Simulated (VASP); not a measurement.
Write the native input for VASP 6.6.1 that does the following.

| Item | Value |
| --- | --- |
| Task | single point |
| Functional | PBE |
| Potentials or basis | VASP PAW PBE potentials, release 64 (C) |
| Cutoff | 520 eV |
| k mesh | 14 × 14 × 14 |
| Occupations | gaussian, width 0.01 eV |
| Spin | no spin polarisation |
| Dipole correction | no |
| Further INCAR settings | ALGO = Normal; EDIFF = 1e-07; NBANDS = 11 |

The structure of C lies in POSCAR:

```
C
1.0
    0.0000000000      1.7833700000      1.7833700000
    1.7833700000      0.0000000000      1.7833700000
    1.7833700000      1.7833700000      0.0000000000
C
2
Direct
    0.0000000000      0.0000000000      0.0000000000
    0.2500000000      0.2500000000      0.2500000000
```

The input as run:

INCAR

```
SYSTEM = C
PREC     = Accurate       ! precision mode
ENCUT    = 520            ! plane-wave cutoff, eV
EDIFF    = 1E-7           ! SCF threshold, eV
ISMEAR   = 0              ! smearing method
SIGMA    = 0.01           ! smearing width, eV
LREAL    = .False.        ! projectors in reciprocal space
LASPH    = .True.         ! aspherical terms in the spheres
NELM     = 100            ! most SCF steps
ALGO     = Normal         ! electronic algorithm
ISIF     = 2              ! what is computed and relaxed
LWAVE    = .False.        ! write WAVECAR
LCHARG   = .False.        ! write CHGCAR
GGA      = PE             ! functional
NBANDS   = 11             ! bands
```

KPOINTS

```
Automatic mesh
0
Gamma
  14 14 14
  0 0 0
```

Potentials or basis: VASP PAW PBE potentials, release 64 (C).

Launch:

```bash
$ cat potpaw_PBE.64/C/POTCAR > POTCAR
$ mpirun -np 1 vasp_std > vasp.out
```

Results of the run:

```yaml
Pressure: 2.5 GPa
Band_gap_on_the_k_mesh: 4.13 eV, indirect (least direct gap 5.59 eV)
```

It took 8.9 s on 1 thread of Intel Xeon 6975P-C, on a shared host, peak memory 0.12 GiB.
